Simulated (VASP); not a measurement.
# Sb2Pt in VASP: a series of runs, part 2 of 2

VASP 6.6.1. The steps go on from the part before.

## 3. Single point, PBE (25.36 Å³/atom)

This run uses another cell than the first one, of 25.36 Å³/atom.

The input, INCAR:

```
SYSTEM = Sb2Pt
  ALGO = Normal
  EDIFF = 1E-7
  ENCUT = 520
  GGA = PE
  ISIF = 2
  ISMEAR = 0
  LASPH = .True.
  LCHARG = .False.
  LREAL = .False.
  LWAVE = .False.
  NBANDS = 17
  NELM = 60
  PREC = Accurate
  SIGMA = 0.05
```

The input, KPOINTS:

```
k-points
0
Gamma
  10 10 6
  0 0 0
```

The input, POSCAR:

```
Sb2Pt
1.0
    4.0859690165      0.0000000000      0.0000000000
   -2.0429845082      3.5385529674      0.0000000000
    0.0000000000      0.0000000000      5.2628495671
Pt Sb
1 2
Direct
    0.0000000000      0.0000000000      0.0000000000
    0.3333333333      0.6666666667      0.2541960188
    0.6666666667      0.3333333333      0.7458039812
```

Potentials or basis: VASP PAW PBE potentials, release 64 (Pt, Sb).

The run is started by

```console
cat potpaw_PBE.64/Pt/POTCAR potpaw_PBE.64/Sb/POTCAR > POTCAR
mpirun -np 1 vasp_std > vasp.out
```

It took 1.9 min on 1 thread of Intel Xeon 8259CL, shared host; peak memory 0.25 GiB.

It converged, with:

| Item | Value |
| --- | --- |
| Free energy | -15.3720 eV |
| Pressure | -1.3 GPa |
| Largest force | 0.017 eV/Å |
| Band gap on the k mesh | zero (bands 10 and 11 overlap by 3.01 eV) |

Forces in eV/Å, atoms in the order of the input:
```
Pt   0.000  0.000  0.000
Sb   0.000  0.000 -0.017
Sb   0.000  0.000  0.017
```

Stress tensor (GPa, compression positive):
```
-1.32  0.00  0.00
 0.00 -1.32  0.00
 0.00  0.00 -1.20
```

Levels at points of the mesh, in eV from the Fermi level:
```tsv
k point	band 7	band 8	band 9	band 10	band 11	band 12	band 13	band 14
(0.00, 0.00, 0.00)	-3.07	-1.78	1.44	1.44	2.62	2.62	3.54	3.95
(0.50, 0.00, 0.00)	-2.76	-2.11	-1.79	-1.74	-1.57	1.44	4.43	4.74
(0.00, 0.00, 0.50)	-3.10	-0.21	0.50	0.81	0.81	3.91	3.91	5.13
(0.50, 0.00, 0.50)	-2.86	-2.75	-2.33	-0.77	1.08	1.94	2.89	5.49
```

Caveat: spin-orbit coupling is left out, which moves the levels of the heavy elements.

## 4. Single point, PBE (25.86 Å³/atom)

This run uses another cell than the first one, of 25.86 Å³/atom.

The input, INCAR:

```
SYSTEM = Sb2Pt
PREC     = Accurate       ! precision mode
ENCUT    = 520            ! plane-wave cutoff, eV
EDIFF    = 1E-6           ! SCF threshold, eV
ISMEAR   = 0              ! smearing method
SIGMA    = 0.05           ! smearing width, eV
LREAL    = .FALSE.        ! projectors in reciprocal space
LASPH    = .TRUE.         ! aspherical terms in the spheres
NELM     = 100            ! most SCF steps
ALGO     = Normal         ! electronic algorithm
ISIF     = 2              ! what is computed and relaxed
LWAVE    = .FALSE.        ! write WAVECAR
LCHARG   = .TRUE.         ! write CHGCAR
GGA      = PE             ! functional
LELF     = .TRUE.         ! ELF
LVHAR    = .TRUE.       
NBANDS   = 17             ! bands
```

The input, KPOINTS:

```
Automatic mesh
0
G
  10 10 6
  0 0 0
```

The input, POSCAR:

```
Sb2Pt
1.0
    4.1142041656      0.0000000000      0.0000000000
   -2.0571020828      3.5630053238      0.0000000000
    0.0000000000      0.0000000000      5.2926427812
Pt Sb
1 2
Direct
    0.0000000000      0.0000000000      0.0000000000
    0.3333333333      0.6666666667      0.2489874192
    0.6666666667      0.3333333333      0.7510125808
```

The run is started by

```console
cat potpaw_PBE.64/Pt/POTCAR potpaw_PBE.64/Sb/POTCAR > POTCAR
mpirun -np 1 vasp_std > vasp.out
```

It took 1.7 min on 1 thread of Intel Xeon 8259CL, shared host; peak memory 0.26 GiB.

It converged, with:

```
Free energy            : -15.3575 eV
Pressure               : -2.0 GPa
Largest force          : 0.015 eV/Å
Band gap on the k mesh : zero (bands 10 and 11 overlap by 2.93 eV)
```

Forces on the atoms (eV/Å):
```
Pt   0.000  0.000  0.000
Sb   0.000  0.000 -0.015
Sb   0.000  0.000  0.015
```

Stress tensor (GPa, compression positive):
```
-1.99  0.00  0.00
 0.00 -1.99  0.00
 0.00  0.00 -1.88
```

Levels at points of the mesh, in eV from the Fermi level:
```tsv
k point	band 6	band 7	band 8	band 9	band 10	band 11	band 12	band 13	band 14	band 15
(0.00, 0.00, 0.00)	-3.03	-3.03	-1.69	1.39	1.39	2.66	2.66	3.37	4.04	5.60
(0.50, 0.00, 0.00)	-2.83	-2.76	-2.07	-1.77	-1.64	-1.54	1.52	4.36	4.62	6.41
(0.00, 0.00, 0.50)	-3.05	-3.05	-0.17	0.44	0.84	0.84	3.84	3.84	5.10	5.80
(0.50, 0.00, 0.50)	-3.41	-2.84	-2.73	-2.25	-0.87	1.09	2.06	2.81	5.51	5.74
```

Caveat: spin-orbit coupling is left out, which moves the levels of the heavy elements.

## 5. Single point, PBE (26.61 Å³/atom)

This run uses another cell than the first one, of 26.61 Å³/atom.

The input, INCAR:

```
SYSTEM = Sb2Pt
  PREC = Accurate
  ENCUT = 520
  EDIFF = 1E-6
  ISMEAR = 0
  SIGMA = 0.05
  LREAL = .False.
  LASPH = .True.
  NELM = 80
  ALGO = Normal
  ISIF = 2
  LWAVE = .False.
  LCHARG = .True.
  GGA = PE
  LELF = .True.
  LVHAR = .True.
  NBANDS = 17
```

The input, KPOINTS:

```
regular mesh
0
Gamma
  10 10 6
  0 0 0
```

The input, POSCAR:

```
Sb2Pt
1.0
    4.1673197204      0.0000000000      0.0000000000
   -2.0836598602      3.6090047436      0.0000000000
    0.0000000000      0.0000000000      5.3073906876
Pt Sb
1 2
Direct
    0.0000000000      0.0000000000      0.0000000000
    0.3333333333      0.6666666667      0.2371241383
    0.6666666667      0.3333333333      0.7628758617
```

The run is started by

```console
cat potpaw_PBE.64/Pt/POTCAR potpaw_PBE.64/Sb/POTCAR > POTCAR
mpirun -np 1 vasp_std > vasp.out
```

It took 1.7 min on 1 thread of Intel Xeon 8259CL, shared host; peak memory 0.26 GiB.

The run converged. Its results:

- Free energy: -15.3335 eV
- Pressure: -2.0 GPa
- Largest force: 0.004 eV/Å
- Band gap on the k mesh: zero (bands 10 and 11 overlap by 2.62 eV)

Forces on the atoms (eV/Å):
```
Pt   0.000  0.000  0.000
Sb   0.000  0.000 -0.004
Sb   0.000  0.000  0.004
```

Levels at points of the mesh, in eV from the Fermi level:
| k point | band 6 | band 7 | band 8 | band 9 | band 10 | band 11 | band 12 | band 13 | band 14 | band 15 |
| --- | --- | --- | --- | --- | --- | --- | --- | --- | --- | --- |
| (0.00, 0.00, 0.00) | -3.02 | -3.02 | -1.55 | 1.22 | 1.22 | 2.69 | 2.69 | 2.92 | 4.22 | 5.27 |
| (0.50, 0.00, 0.00) | -2.88 | -2.83 | -2.10 | -1.88 | -1.51 | -1.39 | 1.67 | 4.28 | 4.31 | 6.35 |
| (0.00, 0.00, 0.50) | -3.05 | -3.05 | -0.11 | 0.35 | 0.80 | 0.80 | 3.67 | 3.67 | 5.02 | 5.66 |
| (0.50, 0.00, 0.50) | -3.42 | -2.90 | -2.75 | -2.14 | -1.16 | 1.10 | 2.25 | 2.62 | 5.54 | 5.69 |

Caveat: spin-orbit coupling is left out, which moves the levels of the heavy elements.

## 6. Single point, PBE (27.35 Å³/atom)

This run uses another cell than the first one, of 27.35 Å³/atom.

The input, INCAR:

```
ALGO     = Normal         # electronic algorithm
EDIFF    = 1E-7           # SCF threshold, eV
ENCUT    = 520            # plane-wave cutoff, eV
GGA      = PE             # functional
ISIF     = 2              # what is computed and relaxed
ISMEAR   = 0              # smearing method
LASPH    = True           # aspherical terms in the spheres
LCHARG   = False          # write CHGCAR
LREAL    = False          # projectors in reciprocal space
LWAVE    = False          # write WAVECAR
NBANDS   = 17             # bands
NELM     = 60             # most SCF steps
PREC     = Accurate       # precision mode
SIGMA    = 0.05           # smearing width, eV
```

The input, KPOINTS:

```
k-points
0
Gamma
  10 10 6
```

The input, POSCAR:

```
Sb2Pt
1.0
    4.1803277564      0.0000000000      0.0000000000
   -2.0901638782      3.6202700332      0.0000000000
    0.0000000000      0.0000000000      5.4222924874
Pt Sb
1 2
Direct
    0.0000000000      0.0000000000      0.0000000000
    0.3333333333      0.6666666667      0.2305270657
    0.6666666667      0.3333333333      0.7694729343
```

Potentials or basis: VASP PAW PBE potentials, release 64 (Pt, Sb).

The run is started by

```console
cat potpaw_PBE.64/Pt/POTCAR potpaw_PBE.64/Sb/POTCAR > POTCAR
mpirun -np 1 vasp_std > vasp.out
```

Run time: 98 s. Hardware: 1 thread of Intel Xeon 8259CL, shared host; peak memory 0.26 GiB.

It converged, with:

* Free energy: -15.3046 eV
* Pressure: -2.4 GPa
* Largest force: 0.011 eV/Å
* Band gap on the k mesh: zero (bands 10 and 11 overlap by 2.50 eV)

Forces on the atoms (eV/Å):
```
Pt   0.000  0.000  0.000
Sb   0.000  0.000 -0.011
Sb   0.000  0.000  0.011
```

Stress tensor (GPa, compression positive):
```
-2.41  0.00  0.00
 0.00 -2.41  0.00
 0.00  0.00 -2.29
```

Levels at points of the mesh, in eV from the Fermi level:
```csv
k point,band 6,band 7,band 8,band 9,band 10,band 11,band 12,band 13,band 14,band 15
"(0.00, 0.00, 0.00)",-2.98,-2.98,-1.49,1.22,1.22,2.75,2.80,2.80,4.37,5.20
"(0.50, 0.00, 0.00)",-2.86,-2.80,-2.15,-1.80,-1.49,-1.28,1.75,4.17,4.21,6.25
"(0.00, 0.00, 0.50)",-3.00,-3.00,-0.10,0.27,0.88,0.88,3.61,3.61,4.95,5.72
"(0.50, 0.00, 0.50)",-3.40,-2.87,-2.72,-2.07,-1.22,1.06,2.42,2.58,5.49,5.51
```

Caveat: spin-orbit coupling is left out, which moves the levels of the heavy elements.

## 7. Summary

```csv
cell,gap on the mesh (eV),pressure (GPa),largest force (eV/Å)
"a = 4.060, b = 4.060, c = 5.226 Å, angles 90.0, 90.0, 120.0°, 3 atoms, atomic positions A",none,0.7,0.27
"a = 4.086, b = 4.086, c = 5.263 Å, angles 90.0, 90.0, 120.0°, 3 atoms, atomic positions B",none,-1.3,0.02
"a = 4.114, b = 4.114, c = 5.293 Å, angles 90.0, 90.0, 120.0°, 3 atoms, atomic positions C",none,-2.0,0.02
"a = 4.167, b = 4.167, c = 5.307 Å, angles 90.0, 90.0, 120.0°, 3 atoms, atomic positions D",none,-2.0,-
"a = 4.180, b = 4.180, c = 5.422 Å, angles 90.0, 90.0, 120.0°, 3 atoms, atomic positions E",none,-2.4,0.01
```

Alike in all rows: task single point; level PBE; potentials or basis VASP PAW PBE potentials, release 64 (Pt, Sb); no spin polarisation; k mesh 10 × 10 × 6; cutoff (eV) 520; smearing gaussian 0.05 eV.

Caveats: spin-orbit coupling is left out, which moves the levels of the heavy elements.

Total energies depend on the potentials used, so only differences within one code and one set of settings carry meaning.
